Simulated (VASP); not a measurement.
# Sb2Se5 (I4/mmm) in VASP: notebook, part 3 of 3

VASP 6.6.1. The steps go on from the part before.

## Step 5: Single point, PBE

This run uses another cell than the first one, of 34.94 Å³/atom.

INCAR reads:

```
SYSTEM = Sb2Se5
ALGO = Normal
EDIFF = 1E-6
ENCUT = 520
GGA = PE
ISIF = 2
ISMEAR = 0
LASPH = .TRUE.
LCHARG = .FALSE.
LREAL = .FALSE.
LWAVE = .FALSE.
NBANDS = 29
NELM = 100
PREC = Accurate
SIGMA = 0.1
```

KPOINTS reads:

```
k-points
0
G
  8 8 8
  0 0 0
```

POSCAR reads:

```
Sb2Se5
1.0
   -3.7299126011      3.7299126011      4.3949987265
    3.7299126011     -3.7299126011      4.3949987265
    3.7299126011      3.7299126011     -4.3949987265
Sb Se
2 5
Direct
    0.1803974076      0.1803974076      0.0000000000
    0.8196025924      0.8196025924      0.0000000000
    0.5000000000      0.5000000000      0.5000000000
    0.0000000000      0.0000000000      0.5000000000
    0.5000000000      0.0000000000      0.0000000000
    0.0000000000      0.5000000000      0.0000000000
    0.5000000000      0.5000000000      0.0000000000
```

Potentials or basis: VASP PAW PBE potentials, release 64 (Sb, Se).

Command:

```bash
$ cat potpaw_PBE.64/Sb/POTCAR potpaw_PBE.64/Se/POTCAR > POTCAR
$ mpirun -np 1 vasp_std > vasp.out
```

OUTCAR:

```text
SYSTEM = Sb2Se5
   EDIFF = 1E-6
   ENCUT = 520
   GGA = PE
   ISIF = 2
   ISMEAR = 0
   LASPH = .TRUE.
   LREAL = .FALSE.
   NELM = 100
   PREC = Accurate

 ion  position               nearest neighbor table
   1  0.180  0.180  0.000-   3 2.71   4 2.71   6 2.71   5 2.71   7 2.81   2 3.17
   2  0.820  0.820  0.000-   4 2.71   3 2.71   6 2.71   5 2.71   7 2.81   1 3.17
   3  0.500  0.500  0.500-   2 2.71   1 2.71
   4  0.000  0.000  0.500-   1 2.71   2 2.71
   5  0.500  0.000  0.000-   1 2.71   2 2.71
   6  0.000  0.500  0.000-   1 2.71   2 2.71
   7  0.500  0.500  0.000-   1 2.81   2 2.81

  LATTYP: Found a body centered tetragonal cell.
 ALAT       =     7.4598252022
 C/A-ratio  =     1.1783114503

  Lattice vectors:

 A1 = (  -3.7299126011,   3.7299126011,   4.3949987265)
 A2 = (   3.7299126011,  -3.7299126011,   4.3949987265)
 A3 = (   3.7299126011,   3.7299126011,  -4.3949987265)

Analysis of symmetry for initial positions (statically):
=====================================================================
 Subroutine PRICEL returns:
 Original cell was already a primitive cell.

 Routine SETGRP: Setting up the symmetry group for a
 body centered tetragonal supercell.

 Subroutine GETGRP returns: Found 16 space group operations
 (whereof 16 operations were pure point group operations)
 out of a pool of 16 trial point group operations.

The static configuration has the point symmetry D_4h.

Analysis of symmetry for dynamics (positions and initial velocities):
=====================================================================
 Subroutine PRICEL returns:
 Original cell was already a primitive cell.

 Routine SETGRP: Setting up the symmetry group for a
 body centered tetragonal supercell.

 Subroutine GETGRP returns: Found 16 space group operations
 (whereof 16 operations were pure point group operations)
 out of a pool of 16 trial point group operations.

The dynamic configuration has the point symmetry D_4h.

 Subroutine INISYM returns: Found 16 space group operations
 (whereof 16 operations are pure point group operations),
 and found     1 'primitive' translations

----------------------------------------------------------------------------------------

                                     Primitive cell

  volume of cell :     244.5772

  direct lattice vectors                    reciprocal lattice vectors
    -3.729912601  3.729912601  4.394998726     0.000000000  0.134051398  0.113765676
     3.729912601 -3.729912601  4.394998726     0.134051398  0.000000000  0.113765676
     3.729912601  3.729912601 -4.394998726     0.134051398  0.134051398  0.000000000

  length of vectors
     6.865894685  6.865894685  6.865894685     0.175819243  0.175819243  0.189577306

  position of ions in fractional coordinates (direct lattice)
     0.180397408  0.180397408  0.000000000
     0.819602592  0.819602592  0.000000000
     0.500000000  0.500000000  0.500000000
     0.000000000  0.000000000  0.500000000
     0.500000000  0.000000000  0.000000000
     0.000000000  0.500000000  0.000000000
     0.500000000  0.500000000  0.000000000

  ion indices of the primitive-cell ions
   primitive index   ion index
                 1           1
                 2           2
                 3           3
                 4           4
                 5           5
                 6           6
[... 27 lines left out ...]

 Following reciprocal coordinates:
            Coordinates               Weight
  0.000000  0.000000  0.000000      1.000000
  0.125000  0.000000  0.000000      8.000000
  0.250000  0.000000  0.000000      8.000000
  0.375000  0.000000  0.000000      8.000000
  0.500000  0.000000  0.000000      4.000000
  0.125000  0.125000  0.000000      8.000000
[... 16 lines left out ...]
  0.250000  0.125000  0.125000     16.000000
  0.375000  0.125000  0.125000      8.000000
 [... further k-points ...]
   k-points           NKPTS =     59   k-points in BZ     NKDIM =     59   number of bands    NBANDS=     29
   number of dos      NEDOS =    301   number of ions     NIONS =      7
   total plane-waves  NPLWV = 157464
   dimension x,y,z NGX =    54 NGY =   54 NGZ =   54
   dimension x,y,z NGXF=   108 NGYF=  108 NGZF=  108
   ions per type =               2   5
   NGX,Y,Z   is equivalent  to a cutoff of  13.08, 13.08, 13.08 a.u.
   NGXF,Y,Z  is equivalent  to a cutoff of  26.15, 26.15, 26.15 a.u.
 SYSTEM =  Sb2Se5
   PREC   = accura    normal or accurate (medium, high low for compatibility)
   ISTART =      0    job   : 0-new  1-cont  2-samecut
   ICHARG =      2    charge: 1-file 2-atom 10-const
   ISPIN  =      1    spin polarized calculation?
   LNONCOLLINEAR =      F non collinear calculations
   LSORBIT =      F    spin-orbit coupling
   LASPH  =      T    aspherical Exc in radial PAW
   ENCUT  =  520.0 eV  38.22 Ry    6.18 a.u.  12.77 12.77 12.77*2*pi/ulx,y,z
   NELM   =    100;   NELMIN=  2; NELMDL= -5     # of ELM steps
   EDIFF  = 0.1E-05   stopping-criterion for ELM
   LREAL  =      F    real-space projection
   EDIFFG = 0.1E-04   stopping-criterion for IOM
   NSW    =      0    number of steps for IOM
   IBRION =     -1    ionic relax: 0-MD 1-quasi-New 2-CG
   NFREE  =      0    steps in history (QN), initial steepest desc. (CG)
   ISIF   =      2    stress and relaxation
   ISYM   =      2    0-nonsym 1-usesym 2-fastsym
   POTIM  = 0.5000    time-step for ionic-motion
   TEBEG  =    0.0;   TEEND  =   0.0 temperature during run
   PSTRESS=    0.0 pullay stress
   NELECT =      40.0000    total number of electrons
   NUPDOWN=      -1.0000    fix difference up-down
   EMIN   =  10.00;   EMAX   =-10.00  energy-range for DOS
   EFERMI =   0.00;   METHOD = LEGACY
   ISMEAR =     0;   SIGMA  =   0.10  broadening in eV -4-tet -1-fermi 0-gaus
   EFERMI_NEDOS =   21; number of points for ismear=-14 and -15
   IALGO  =     38    algorithm
   IMIX   =      4    mixing-type and parameters
     AMIX     =   0.40;   BMIX     =  1.00
     AMIX_MAG =   1.60;   BMIX_MAG =  1.00
  volume/ion in A,a.u.               =      34.94       235.78
  Fermi-wavevector in a.u.,A,eV,Ry     =   0.895274  1.691823 10.905289  0.801516
  Thomas-Fermi vector in A             =   2.017586
   LORBIT       =      0    0 simple, 1 ext, 2 COOP (PROOUT), +10 PAW based schemes
   GGA     = PE    functional components
   LHFCALC =     F    Hartree Fock is set to
   AEXX    =    0.0000 exact exchange contribution
   IVDW    =     0    specifies the selected vdW correction
   LEPSILON=     F    determine dielectric tensor
   LRPA    =     F    only Hartree local field effects (RPA)
 non-spin polarized calculation
 Gauss-broadening in eV      SIGMA  =   0.10
  energy-cutoff  :      520.00
  volume of cell :      244.58
 maximum number of plane-waves:      6621
 NGX is ok and might be reduce to    54
   NGX = 25   NGY = 25   NGZ = 25

 number of electron      40.0000000 magnetization

 Free energy of the ion-electron system (eV)
  ---------------------------------------------------
  ext. energy  EPLUGINS =         0.00000000
  ---------------------------------------------------
  free energy    TOTEN  =       -22.52512244 eV

  energy without entropy =      -22.49112089  energy(sigma->0) =      -22.50812166

 E-fermi :   1.6408     XC(G=0):  -7.8849

 val. band max:        1.6384555226   @ k =  -0.3750   0.3750   0.1250
 cond. band min:       1.6489918894   @ k =  -0.2500   0.3750   0.1250
 fundamental gap:      0.0105363668
 Fermi energy:         1.6407951136

 k-point     1 :       0.0000    0.0000    0.0000
  band No.  band energies     occupation
      1     -12.2563      2.00000
      2     -10.4777      2.00000
      3     -10.4777      2.00000
      4     -10.3626      2.00000
      5      -9.9649      2.00000
      6      -8.4865      2.00000
[... 757 lines left out ...]
     28       6.9343      0.00000
     29       8.1880      0.00000

 [... further k-points ...]
[... 5 lines left out ...]
  --------------------------------------------------------------------------------------
  -------------------------------------------------------------------------------------
  Total       -0.0329022     -0.0329022     -0.0926644      0.0000000      0.0000000      0.0000000
  in kB       -0.2155358     -0.2155358     -0.6070264      0.0000000      0.0000000      0.0000000
  external PRESSURE =      -0.3460327 kB  Pullay stress =       0.0000000 kB

 VOLUME and BASIS-vectors are now :
 -----------------------------------------------------------------------------
  energy-cutoff  :      520.00
  volume of cell :      244.58
      direct lattice vectors                 reciprocal lattice vectors
    -3.729912601  3.729912601  4.394998726     0.000000000  0.134051398  0.113765676
     3.729912601 -3.729912601  4.394998726     0.134051398  0.000000000  0.113765676
     3.729912601  3.729912601 -4.394998726     0.134051398  0.134051398  0.000000000

 POSITION                                       TOTAL-FORCE (eV/Angst)
 -----------------------------------------------------------------------------------
      0.00000      0.00000      1.58569        -0.000000     -0.000000     -0.004888
      0.00000      0.00000      7.20430         0.000000      0.000000      0.004888
      1.86496      1.86496      2.19750        -0.000000     -0.000000     -0.000000
      1.86496      1.86496     -2.19750        -0.000000     -0.000000     -0.000000
     -1.86496      1.86496      2.19750        -0.000000     -0.000000     -0.000000
      1.86496     -1.86496      2.19750        -0.000000     -0.000000     -0.000000
      0.00000      0.00000      4.39500        -0.000000     -0.000000     -0.000000
 -----------------------------------------------------------------------------------
    total drift:                                0.000000     -0.000000      0.000000

  FREE ENERGIE OF THE ION-ELECTRON SYSTEM (eV)
  ---------------------------------------------------
  free  energy   TOTEN  =       -22.5251224366 eV

  energy  without entropy=      -22.4911208861  energy(sigma->0) =      -22.50812166
```

Wall time 4.2 min (1 thread of AMD EPYC 9R45 (Zen 5), shared host); peak memory 0.56 GiB.

Results:

| Quantity | Value |
| --- | --- |
| Free energy | -22.5251 eV |
| Pressure | 0.0 GPa |
| Largest force | 0.005 eV/Å |
| Band gap on the k mesh | zero (bands 20 and 21 overlap by 0.92 eV) |

Forces in eV/Å, atoms in the order of the input:
```
Sb   0.000  0.000 -0.005
Sb   0.000  0.000  0.005
Se   0.000  0.000  0.000
Se   0.000  0.000  0.000
Se   0.000  0.000  0.000
Se   0.000  0.000  0.000
Se   0.000  0.000  0.000
```

Levels at points of the mesh, in eV from the Fermi level:
```tsv
k point	band 17	band 18	band 19	band 20	band 21	band 22	band 23	band 24
(0.00, 0.00, 0.00)	-0.44	-0.23	0.21	0.64	0.64	0.68	1.10	1.10
(0.50, 0.00, 0.00)	-1.39	-1.11	0.01	0.02	0.34	0.46	1.68	2.17
(0.50, 0.50, 0.00)	-1.07	-0.96	-0.85	-0.05	0.27	0.63	0.86	0.90
(0.50, 0.50, 0.50)	-0.90	-0.90	-0.86	-0.25	-0.25	0.19	0.19	0.60
```

Caveat: spin-orbit coupling is left out, which moves the levels of the heavy elements.

## Step 6: Overview

| task | cell | k mesh | cutoff (eV) | gap on the mesh (eV) | pressure (GPa) | largest force (eV/Å) |
| --- | --- | --- | --- | --- | --- | --- |
| single point | a = 6.512 Å, angles 105.9, 105.9, 116.8°, 7 atoms, atomic positions A | 4 × 4 × 4 | 520 | none | 18.0 | 11.36 |
| single point | a = 6.875 Å, angles 114.3, 114.3, 100.3°, 7 atoms, atomic positions B | 4 × 4 × 4 | 520 | none | 0.0 | 0.02 |
| relaxation of cell and atoms | relaxed from a = 6.512 Å, angles 105.9, 105.9, 116.8°, 7 atoms, atomic positions A | 4 × 4 × 4 | 600 | none | 0.0 | 0.02 |
| single point | a = 6.866 Å, angles 114.2, 114.2, 100.4°, 7 atoms, atomic positions C | 8 × 8 × 8 | 520 | none | 0.0 | - |

Alike in all rows: level PBE; potentials or basis VASP PAW PBE potentials, release 64 (Sb, Se); no spin polarisation; smearing gaussian 0.1 eV.

Caveats: spin-orbit coupling is left out, which moves the levels of the heavy elements; the stress differs along the axes, from 4 to 47 GPa (at least some runs); forces of over 1 eV/Å act on the atoms, so gaps and moduli don't describe the material at rest (at least some runs); the volume moved by over 15 % at a fixed basis, so the end points are rough (at least some runs).

Absolute energies hang on the potentials; compare differences alone.

The gap in the log of VASP goes by the Fermi energy; the results here count the filled bands.